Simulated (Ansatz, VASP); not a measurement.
**Ge: VASP beside Ansatz**

Contents of INCAR:

```
ALGO     = Normal         # electronic algorithm
EDIFF    = 1E-7           # SCF threshold, eV
ENCUT    = 520            # plane-wave cutoff, eV
GGA      = PE             # functional
ISIF     = 2              # what is computed and relaxed
ISMEAR   = -1             # smearing method
LASPH    = True           # aspherical terms in the spheres
LCHARG   = False          # write CHGCAR
LREAL    = False          # projectors in reciprocal space
LWAVE    = False          # write WAVECAR
NBANDS   = 21             # bands
NELM     = 100            # most SCF steps
PREC     = Accurate       # precision mode
SIGMA    = 0.03           # smearing width, eV
```

KPOINTS

```
k-points
0
Gamma
  5 5 5
```

The input POSCAR:

```
Ge
1.0
    0.0000000000      2.8289100000      2.8289100000
    2.8289100000      0.0000000000      2.8289100000
    2.8289100000      2.8289100000      0.0000000000
Ge
2
Direct
    0.7500000000      0.7500000000      0.7500000000
    0.5000000000      0.5000000000      0.5000000000
```

The input input.yaml:

```yaml
crystal:
  lattice:
    - [0.0, 2.82891, 2.82891]
    - [2.82891, 0.0, 2.82891]
    - [2.82891, 2.82891, 0.0]
  atoms:
    - { symbol: Ge, position: [0.75, 0.75, 0.75] }
    - { symbol: Ge, position: [0.5, 0.5, 0.5] }
kpoints:
  mp_grid: { grid: [5, 5, 5] }
scf:
  occupations: { method: fermi_dirac, width: 0.03 }
hamiltonian:
  xc: pbe
  pseudopotentials: { kind: all_electron, lapw: { basis_error: 0.002 } }
output:
  forces: true
  stress: true
  eigenvalues: true
```

Alike in both runs: task single point; functional PBE; k mesh 5 × 5 × 5; occupations fermi-dirac, width 0.03 eV; no spin polarisation.

|  | VASP | Ansatz |
| --- | --- | --- |
| version | VASP 6.6.1 | Ansatz 0.2.0 |
| potentials or method | VASP PAW PBE potentials, release 64 (Ge_d), cutoff 520 eV | all-electron LAPW, scalar-relativistic |

Ansatz gave:

| Quantity | Value |
| --- | --- |
| gap on the k mesh at the Fermi level (eV) | none |
| pressure (GPa) | 3.8 |

Question: What did VASP give for the same quantities?

Answer: gap on the k mesh at the Fermi level (eV): none; pressure (GPa): 3.7.

A gap of «none» marks a metal or a gap that the smearing closes. Ansatz ran all-electron here, and VASP with PAW potentials.

The k mesh is coarse, so the values compare programs but aren't converged.
